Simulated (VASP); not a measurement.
Set up this calculation in VASP 6.6.1, as the native input.

- Task: relaxation of cell and atoms
- Functional: r2SCAN
- Potentials or basis: VASP PAW PBE potentials, release 64 (Sb)
- Cutoff: 600 eV
- k mesh: 6 × 6 × 6
- Occupations: gaussian, width 0.1 eV
- Spin: no spin polarisation
- Dipole correction: no
- Further INCAR settings: ALGO = Normal; EDIFF = 1e-07; IBRION = 2; EDIFFG = -0.02; NSW = 80; ISIF = 3

The system is Sb.

```
Sb
1.0
     1.96000    1.96000    1.96000
    -1.96000    1.96000    1.96000
    -1.96000   -1.96000    1.96000
Sb
1
Cartesian
  0.0000 0.0000 0.0000
```

One way to write it, as run:

POSCAR

```
Sb
1.0
    1.9600000000      1.9600000000      1.9600000000
   -1.9600000000      1.9600000000      1.9600000000
   -1.9600000000     -1.9600000000      1.9600000000
Sb
1
Direct
    0.0000000000      0.0000000000      0.0000000000
```

INCAR.step1

```
SYSTEM = Sb
ALGO = Normal
EDIFF = 1E-4
ENCUT = 600
GGA = PE
ISMEAR = 0
LASPH = .True.
LCHARG = .False.
LREAL = .False.
LWAVE = .True.
NELM = 80
PREC = Accurate
SIGMA = 0.1
```

INCAR.step2

```
SYSTEM = Sb
ALGO = Normal
EDIFF = 1E-7
EDIFFG = -0.02
ENCUT = 600
IBRION = 2
ISIF = 3
ISMEAR = 0
ISTART = 1
LASPH = .True.
LCHARG = .False.
LMIXTAU = .True.
LREAL = .False.
LWAVE = .False.
METAGGA = R2SCAN
NELM = 80
NSW = 80
PREC = Accurate
SIGMA = 0.1
```

KPOINTS

```
k-points
0
Gamma
  6 6 6
  0 0 0
```

Potentials or basis: VASP PAW PBE potentials, release 64 (Sb).

The run is started by

```bash
$ cat potpaw_PBE.64/Sb/POTCAR > POTCAR
$ cp INCAR.step1 INCAR
$ mpirun -np 1 vasp_std > vasp.out
$ cp INCAR.step2 INCAR
$ mpirun -np 1 vasp_std > vasp.out
```

Results of the run:

```
Relaxed volume                         : 27.49 Å³/atom
Relaxed cell                           : a = 3.293 Å, b = 3.293 Å, c = 3.293 Å, α = 70.53°, β = 109.47°, γ = 70.53°
Space group after relaxing (to 0.05 Å) : Im-3m (No. 229)
Energy gained by relaxing              : 38.5 meV/atom
Ionic steps                            : 3
Pressure after relaxing                : -0.1 GPa
```

Caveat: the k points lie up to 0.39 Å⁻¹ apart in the final cell; the PAW data sets were made with another functional, which shifts forces and pressure a little.

Wall time 26 s on 1 thread of Intel(R) Xeon(R) 6975P-C (Granite Rapids), on a shared host, peak memory 0.16 GiB.
